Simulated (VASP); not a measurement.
# MgO (P6_3mc) in VASP: vibrations by perturbation theory with PBE

Aim: the vibrations by perturbation theory of MgO with PBE.

Program: VASP 6.6.1. These are calculated values, not measurements. Logs are shortened: lines on timing, memory, paths and dates and some standing lists are left out, and cuts for length are marked.

## 1. The cell of the first run

It takes space group P6_3mc (No. 186, hexagonal). The conventional cell has a = 3.308 Å, b = 3.308 Å, c = 4.983 Å, α = 90.00°, β = 90.00°, γ = 120.00°. Within 2.6 Å of Mg (site symmetry 3m) lie 4 O at 1.97 to 1.99 Å. Within 2.6 Å of O (site symmetry 3m) lie 4 Mg at 1.97 to 1.99 Å.

## 2. Vibrations by perturbation theory, PBE

INCAR reads:

```
PREC = Accurate
ENCUT = 520
EDIFF = 1E-8
ISMEAR = 0
SIGMA = 0.01
LREAL = F
LASPH = T
NELM = 60
ALGO = Normal
ISIF = 2
LWAVE = F
LCHARG = T
GGA = PE
NBANDS = 16
IBRION = 8
NSW = 1
LEPSILON = T
```

KPOINTS reads:

```
Automatic mesh
0
Gamma
  8 8 6
```

POSCAR reads:

```
MgO
1.0
    3.3077869865      0.0000000000      0.0000000000
   -1.6538934933      2.8646275606      0.0000000000
    0.0000000000      0.0000000000      4.9828816700
Mg O
2 2
Direct
    0.6666666667      0.3333333333      0.5021597400
    0.3333333333      0.6666666667      0.0021597400
    0.6666666667      0.3333333333      0.9024402600
    0.3333333333      0.6666666667      0.4024402600
```

Potentials or basis: VASP PAW PBE potentials, release 64 (Mg, O).

Run with:

```bash
$ cat potpaw_PBE.64/Mg/POTCAR potpaw_PBE.64/O/POTCAR > POTCAR
$ mpirun -np 1 vasp_std > vasp.out
```

OUTCAR:

```text
PREC = Accurate
   ENCUT = 520
   EDIFF = 1E-8
   ISMEAR = 0
   LREAL = F
   LASPH = T
   NELM = 60
   ISIF = 2
   GGA = PE
   IBRION = 8
   NSW = 1
   LEPSILON = T

 ion  position               nearest neighbor table
   1  0.667  0.333  0.502-   4 1.97   4 1.97   4 1.97   3 1.99   2 3.14   2 3.14   2 3.14   2 3.14
                             2 3.14   2 3.14
   2  0.333  0.667  0.002-   3 1.97   3 1.97   3 1.97   4 1.99   1 3.14   1 3.14   1 3.14   1 3.14
                             1 3.14   1 3.14
   3  0.667  0.333  0.902-   2 1.97   2 1.97   2 1.97   1 1.99
   4  0.333  0.667  0.402-   1 1.97   1 1.97   1 1.97   2 1.99

  LATTYP: Found a hexagonal cell.
 ALAT       =     3.3077869865
 C/A-ratio  =     1.5064094787

  Lattice vectors:

 A1 = (   3.3077869865,   0.0000000000,   0.0000000000)
 A2 = (  -1.6538934933,   2.8646275606,   0.0000000000)
 A3 = (   0.0000000000,   0.0000000000,   4.9828816700)

Analysis of symmetry for initial positions (statically):
=====================================================================
 Subroutine PRICEL returns:
 Original cell was already a primitive cell.

 Routine SETGRP: Setting up the symmetry group for a
 hexagonal supercell.

 Subroutine GETGRP returns: Found 12 space group operations
 (whereof  6 operations were pure point group operations)
 out of a pool of 24 trial point group operations.

The static configuration has the point symmetry C_3v.
 The point group associated with its full space group is C_6v.

Analysis of symmetry for dynamics (positions and initial velocities):
=====================================================================
 Subroutine PRICEL returns:
 Original cell was already a primitive cell.

 Routine SETGRP: Setting up the symmetry group for a
 hexagonal supercell.

 Subroutine GETGRP returns: Found 12 space group operations
 (whereof  6 operations were pure point group operations)
 out of a pool of 24 trial point group operations.

The dynamic configuration has the point symmetry C_3v.
 The point group associated with its full space group is C_6v.

 Subroutine INISYM returns: Found 12 space group operations
 (whereof  6 operations are pure point group operations),
 and found     1 'primitive' translations

----------------------------------------------------------------------------------------

                                     Primitive cell

  volume of cell :      47.2157

  direct lattice vectors                    reciprocal lattice vectors
     3.307786987  0.000000000  0.000000000     0.302316928  0.174542760  0.000000000
    -1.653893493  2.864627561  0.000000000     0.000000000  0.349085519  0.000000000
     0.000000000  0.000000000  4.982881670     0.000000000  0.000000000  0.200687086

  length of vectors
     3.307786987  3.307786987  4.982881670     0.349085519  0.349085519  0.200687086

  position of ions in fractional coordinates (direct lattice)
     0.666666667  0.333333333  0.502159740
     0.333333333  0.666666667  0.002159740
     0.666666667  0.333333333  0.902440260
     0.333333333  0.666666667  0.402440260

  ion indices of the primitive-cell ions
   primitive index   ion index
                 1           1
                 2           2
                 3           3
                 4           4

----------------------------------------------------------------------------------------

 KPOINTS: Automatic mesh

Automatic generation of k-mesh.
[... 610 lines left out ...]
           0.000000     0.000000     3.088085
 ------------------------------------------------------

 Free energy of the ion-electron system (eV)
  ---------------------------------------------------
  ---------------------------------------------------
  free energy    TOTEN  =        -0.28100847 eV

  energy without entropy =       -0.28100847

------------------------ aborting loop because EDIFF is reached ----------------------------------------

--------------------------------------- Ionic step        2  -------------------------------------------

------------------------ aborting loop because EDIFF is reached ----------------------------------------

--------------------------------------- Ionic step        3  -------------------------------------------

------------------------ aborting loop because EDIFF is reached ----------------------------------------

 PIEZOELECTRIC TENSOR FIELD DIRECTION 3  (e Angst)
 -----------------------------------------------------------------------------
     0.13747 -0.00000  0.00000           ( -0.02986  0.00000  0.00000)
    -0.00000  0.13747  0.00000           (  0.00000 -0.02986  0.00000)
     0.00000  0.00000  0.01436           (  0.00000 -0.00000  0.06344)

 PIEZOELECTRIC TENSOR FIELD DIRECTION 3  (C/m^2)
 -----------------------------------------------------------------------------
     0.04665 -0.00000  0.00000
    -0.00000  0.04665  0.00000
     0.00000  0.00000  0.00487

[... ionic steps 4 to 9 ...]

--------------------------------------- Ionic step       10  -------------------------------------------

------------------------ aborting loop because EDIFF is reached ----------------------------------------

[... ionic steps 11 to 11 ...]

--------------------------------------- Ionic step       12  -------------------------------------------

 Free energy of the ion-electron system (eV)
  ---------------------------------------------------
  ---------------------------------------------------
  free energy    TOTEN  =        -0.37953620 eV

  energy without entropy =       -0.37953620

------------------------ aborting loop because EDIFF is reached ----------------------------------------

 INTERNAL STRAIN TENSOR  FOR ION    3  DIRECTION 3   (eV/Angst):
 -----------------------------------------------------------------------------
     4.28931 -0.00000 -0.00000
    -0.00000  4.28931 -0.00000
     0.00000  0.00000-11.49920

 MACROSCOPIC STATIC DIELECTRIC TENSOR (including local field effects in DFT)
 ------------------------------------------------------
           2.929650    -0.000000     0.000000
          -0.000000     2.929650     0.000000
           0.000000    -0.000000     3.039428
 ------------------------------------------------------

 PIEZOELECTRIC TENSOR (including local field effects)  for field in x, y, z        (e  Angst)
          XX          YY          ZZ          XY          YZ          ZX
  --------------------------------------------------------------------------------
  x     0.00000     0.00000     0.00000     0.00000    -0.00000     0.21836
  y     0.00000     0.00000     0.00000     0.00000     0.21836    -0.00000
  z     0.13747     0.13747     0.01436    -0.00000     0.00000     0.00000

 PIEZOELECTRIC TENSOR (including local field effects)  for field in x, y, z        (C/m^2)
          XX          YY          ZZ          XY          YZ          ZX
  --------------------------------------------------------------------------------
  x     0.00000     0.00000     0.00000     0.00000    -0.00000     0.07410
  y     0.00000     0.00000     0.00000     0.00000     0.07410    -0.00000
  z     0.04665     0.04665     0.00487    -0.00000     0.00000     0.00000

 BORN EFFECTIVE CHARGES (including local field effects) (in |e|, cummulative output)
 ---------------------------------------------------------------------------------
 ion    1
    1     1.79359    -0.00000     0.00000
    2    -0.00000     1.79359     0.00000
    3     0.00000    -0.00000     1.90824
 ion    2
    1     1.79359    -0.00000     0.00000
    2    -0.00000     1.79359    -0.00000
    3    -0.00000     0.00000     1.90824
 ion    3
    1    -1.79359     0.00000     0.00000
    2     0.00000    -1.79359    -0.00000
    3     0.00000     0.00000    -1.90824
 ion    4
    1    -1.79359     0.00000     0.00000
    2     0.00000    -1.79359     0.00000
    3    -0.00000    -0.00000    -1.90824

 INTERNAL STRAIN TENSOR FOR ION    4 for displacements in x,y,z  (eV/Angst):
          X           Y           Z          XY          YZ          ZX
  --------------------------------------------------------------------------------
  x     0.00000    -0.00000     0.00000    -8.95696    -0.00000     3.81180
  y    -8.95696     8.95696     0.00000    -0.00000     3.77649    -0.00000
  z     4.28931     4.28931   -11.49920    -0.00000    -0.00000     0.00000

 SECOND DERIVATIVES (NOT SYMMETRIZED)
 ------------------------------------
               1X          1Y          1Z          2X          2Y          2Z          3X          3Y          3Z          4X          4Y          4Z
  1X   -10.681659    0.000000    0.000000    0.603613   -0.000000    0.000000    0.794996   -0.000000    0.000000    9.283050   -0.000000    0.000000
  1Y     0.000000  -10.681659    0.000000   -0.000000    0.603613    0.000000   -0.000000    0.794996    0.000000   -0.000000    9.283050    0.000000
  1Z     0.000000   -0.000000  -11.692674    0.000000    0.000000    5.083952   -0.000000   -0.000000    3.232438    0.000000    0.000000    3.376284
  2X     0.603613   -0.000000    0.000000  -10.681659    0.000000   -0.000000    9.283050   -0.000000    0.000000    0.794996   -0.000000   -0.000000
  2Y    -0.000000    0.603613    0.000000    0.000000  -10.681659   -0.000000   -0.000000    9.283050    0.000000   -0.000000    0.794996   -0.000000
  2Z     0.000000   -0.000000    5.083952    0.000000    0.000000  -11.692674   -0.000000    0.000000    3.376284    0.000000    0.000000    3.232438
  3X     0.792153   -0.000000    0.000000    9.280997   -0.000000    0.000000  -10.761043    0.000000   -0.000000    0.687893   -0.000000   -0.000000
  3Y    -0.000000    0.792153   -0.000000   -0.000000    9.280997    0.000000    0.000000  -10.761043    0.000000   -0.000000    0.687893    0.000000
  3Z    -0.000000    0.000000    3.231958    0.000000    0.000000    3.376848    0.000000    0.000000  -11.513476    0.000000   -0.000000    4.904671
  4X     9.280997   -0.000000    0.000000    0.792153   -0.000000   -0.000000    0.687893   -0.000000    0.000000  -10.761043    0.000000    0.000000
  4Y    -0.000000    9.280997   -0.000000   -0.000000    0.792153    0.000000   -0.000000    0.687893    0.000000    0.000000  -10.761043    0.000000
  4Z    -0.000000   -0.000000    3.376848    0.000000    0.000000    3.231958   -0.000000    0.000000    4.904671   -0.000000    0.000000  -11.513476

 Eigenvectors and eigenvalues of the dynamical matrix
 ----------------------------------------------------

   1 f  =   15.975223 THz   100.375286 2PiTHz  532.876077 cm-1    66.068183 meV
             X         Y         Z           dx          dy          dz
      1.653893  0.954876  2.502203     0.361259   -0.260839   -0.000000
     -0.000000  1.909752  0.010762     0.361259   -0.260839   -0.000000
      1.653893  0.954876  4.496753    -0.445144    0.321406    0.000000
     -0.000000  1.909752  2.005312    -0.445144    0.321406   -0.000000
[... 71 lines left out ...]
  12 f/i=    0.001899 THz     0.011933 2PiTHz    0.063349 cm-1     0.007854 meV
             X         Y         Z           dx          dy          dz
      1.653893  0.954876  2.502203    -0.294093    0.463643   -0.000000
     -0.000000  1.909752  0.010762    -0.294093    0.463643   -0.000000
      1.653893  0.954876  4.496753    -0.238673    0.376271   -0.000000
     -0.000000  1.909752  2.005312    -0.238673    0.376271   -0.000000

--------------------------------------------------------------------------------------------------------

 MACROSCOPIC STATIC DIELECTRIC TENSOR IONIC CONTRIBUTION
 ------------------------------------------------------
           2.447283    -0.000000     0.000000
          -0.000000     2.447283     0.000000
           0.000000     0.000000     4.223313
 ------------------------------------------------------

 ELASTIC MODULI CONTR FROM IONIC RELAXATION (kBar)
 Direction    XX          YY          ZZ          XY          YZ          ZX
 --------------------------------------------------------------------------------
 XX        -695.5810    317.4382    506.3997      0.0000      0.0000      0.0000
 YY         317.4382   -695.5810    506.3997      0.0000      0.0000     -0.0000
 ZZ         506.3997    506.3997  -1356.3165     -0.0000      0.0000      0.0000
 XY           0.0000      0.0000     -0.0000   -506.5096      0.0000     -0.0000
 YZ           0.0000     -0.0000      0.0000      0.0000    -92.1662      0.0000
 ZX           0.0000     -0.0000      0.0000     -0.0000      0.0000    -95.9939
 --------------------------------------------------------------------------------

 PIEZOELECTRIC TENSOR IONIC CONTR  for field in x, y, z        (C/m^2)
          XX          YY          ZZ          XY          YZ          ZX
  --------------------------------------------------------------------------------
  x     0.00000    -0.00000     0.00000    -0.00000     0.00000    -0.45607
  y     0.00000    -0.00000     0.00000     0.00000    -0.44689     0.00000
  z    -0.84084    -0.84084     2.25206     0.00000    -0.00000    -0.00000
```

It took 7.3 min on 1 thread of Intel Xeon Platinum 8559C (Emerald Rapids), shared host; peak memory 0.5 GiB.

What came out:

```
Electronic dielectric tensor (diagonal)                 : 2.93, 2.93, 3.04
Born charges (mean of the diagonal)                     : Mg +1.83; O -1.83 e
Highest phonon frequency at Γ, LO-TO splitting left out : 533 cm⁻¹
```

Phonon frequencies in cm⁻¹ (negative: imaginary):
| q point | frequencies |
| --- | --- |
| (0.000, 0.000, 0.000) | 0 0 0 196 196 432 433 528 531 531 533 533 |

Electronic dielectric tensor:
```
2.93 0.00 0.00
0.00 2.93 0.00
0.00 0.00 3.04
```

Born effective charge tensors (e):
atom 1, Mg
```
1.79 0.00 0.00
0.00 1.79 0.00
0.00 0.00 1.91
```
atom 2, Mg
```
1.79 0.00 0.00
0.00 1.79 0.00
0.00 0.00 1.91
```
atom 3, O
```
-1.79  0.00  0.00
 0.00 -1.79  0.00
 0.00  0.00 -1.91
```
atom 4, O
```
-1.79  0.00  0.00
 0.00 -1.79  0.00
 0.00  0.00 -1.91
```

Caveat: the cell wasn't relaxed at this level first, which shifts response properties.
